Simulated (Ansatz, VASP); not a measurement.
**Two plane-wave programs on Ca**

Contents of POSCAR:

```
Ca
1.0
   -2.2400000000      2.2624000000      2.2400000000
    2.2400000000     -2.2624000000      2.2400000000
    2.2400000000      2.2624000000     -2.2400000000
Ca
1
Direct
    0.0000000000      0.0000000000      0.0000000000
```

File INCAR.step1:

```
SYSTEM = Ca
ALGO = Normal ; EDIFF = 1E-5
ENCUT = 550 ; GGA = PE
GGA_COMPAT = .FALSE. ; ISMEAR = 0
LASPH = .TRUE. ; LCHARG = .FALSE.
LREAL = .FALSE. ; LWAVE = .TRUE.
NBANDS = 11 ; NELM = 120
PREC = Accurate ; SIGMA = 0.15
```

File INCAR.step2:

```
SYSTEM = Ca
ALGO = Normal ; EDIFF = 1E-6
ENCUT = 550 ; GGA_COMPAT = .FALSE.
ISIF = 2 ; ISMEAR = 0
ISTART = 1 ; LASPH = .TRUE.
LCHARG = .FALSE. ; LMIXTAU = .TRUE.
LREAL = .FALSE. ; LWAVE = .FALSE.
METAGGA = R2SCAN ; NBANDS = 11
NELM = 120 ; PREC = Accurate
SIGMA = 0.15
```

KPOINTS

```
k-points
0
G
  16 16 16
  0 0 0
```

Input for Ansatz:

```yaml
crystal:
  lattice:
    - [-2.24, 2.2624, 2.24]
    - [2.24, -2.2624, 2.24]
    - [2.24, 2.2624, -2.24]
  atoms:
    - { symbol: Ca, position: [0.0, 0.0, 0.0] }
basis:
  ecutwfc: 500
kpoints:
  mp_grid: { grid: [16, 16, 16] }
hamiltonian:
  xc: r2scan
scf:
  occupations: { method: gaussian, width: 0.15 }
output:
  forces: true
  stress: true
  eigenvalues: true
```

Change from the starting cell: strain +0.0100 x Voigt [0, 1, 0, 0, 0, 0], atoms carried along.

Alike in both runs: task single point; functional r2SCAN; k mesh 16 × 16 × 16; occupations gaussian, width 0.15 eV; no spin polarisation.

|  | VASP | Ansatz |
| --- | --- | --- |
| version | VASP 6.6.1 | Ansatz 0.2.0 |
| potentials or method | VASP PAW PBE potentials, release 64 (Ca_sv), cutoff 550 eV | scalar-relativistic, plane waves, PAW |
| valence electrons in the cell | 10 | 10 |

Ansatz gave:

```
gap on the k mesh at the Fermi level (eV) : none
pressure (GPa)                            : -0.8
```

**Question.** Which values does VASP return?

**Answer.** gap on the k mesh at the Fermi level (eV): none; pressure (GPa): -0.7.

VASP's potentials were made for PBE, not for r2SCAN. A gap of «none» marks a metal or a gap that the smearing closes.
